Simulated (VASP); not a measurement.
GaN: relaxation of cell and atoms with PBEsol

The system is GaN.

```xyz
2
Lattice="0.0000 2.2535 2.2535 2.2535 0.0000 2.2535 2.2535 2.2535 0.0000" Properties=species:S:1:pos:R:3 pbc="T T T"
Ga    0.0000    0.0000    0.0000
N     1.1267    1.1267    1.1267
```

* Program: VASP 6.6.1
* Task: relaxation of cell and atoms
* Functional: PBEsol
* Potentials or basis: VASP PAW PBE potentials, release 64 (Ga_d, N)
* Cutoff: 600 eV
* k mesh: 8 × 8 × 8
* Occupations: gaussian, width 0.01 eV
* Spin: no spin polarisation
* Target pressure: 6 GPa
* Dipole correction: no
* Further INCAR settings: ALGO = Normal; EDIFF = 1e-07; IBRION = 2; EDIFFG = -0.005; NSW = 80; ISIF = 3

The relaxed volume is 11.02 Å³/atom. The relaxed cell is a = 3.147 Å, b = 3.147 Å, c = 3.147 Å, α = 60.00°, β = 60.00°, γ = 60.00°, the space group after relaxing (to 0.1 Å) is F-43m (No. 216) and the energy change on relaxing (the run minimises the enthalpy) is +5.5 meV/atom. The ionic steps are 3, the pressure after relaxing is 6.0 GPa and the band gap on the k mesh is 1.92 eV.

The path:
```tsv
step	energy change (eV)	largest force (eV/Å)	pressure (GPa)	volume (Å³)
1	0.0000	0.0000	-1.51	22.89
2	0.0695	0.0000	15.56	21.16
3	0.0111	0.0000	5.96	22.04
```

Final structure:
```xyz
2
Lattice="0.0000 2.2254 2.2254 2.2254 0.0000 2.2254 2.2254 2.2254 0.0000" Properties=species:S:1:pos:R:3 pbc="T T T"
Ga    0.0000    0.0000    0.0000
N     1.1127    1.1127    1.1127
```

Levels at points of the mesh, in eV from the valence-band top:
| k point | band 7 | band 8 | band 9 | band 10 | band 11 | band 12 |
| --- | --- | --- | --- | --- | --- | --- |
| (0.00, 0.00, 0.00) | 0.00 | 0.00 | 0.00 | 1.92 | 10.44 | 10.44 |
| (0.50, 0.00, 0.00) | -7.37 | -1.03 | -1.03 | 4.82 | 8.82 | 10.46 |
| (0.50, 0.50, 0.00) | -6.34 | -2.87 | -2.87 | 3.23 | 6.78 | 11.85 |

It took 28 s on 1 thread of Intel(R) Xeon(R) Platinum 8488C (Sapphire Rapids), with other jobs on the host, peak memory 0.17 GiB.

Caveat: the cell is relaxed towards a set pressure, so the run minimises the enthalpy, not the energy; the PAW data sets were made with another functional, which shifts forces and pressure a little.
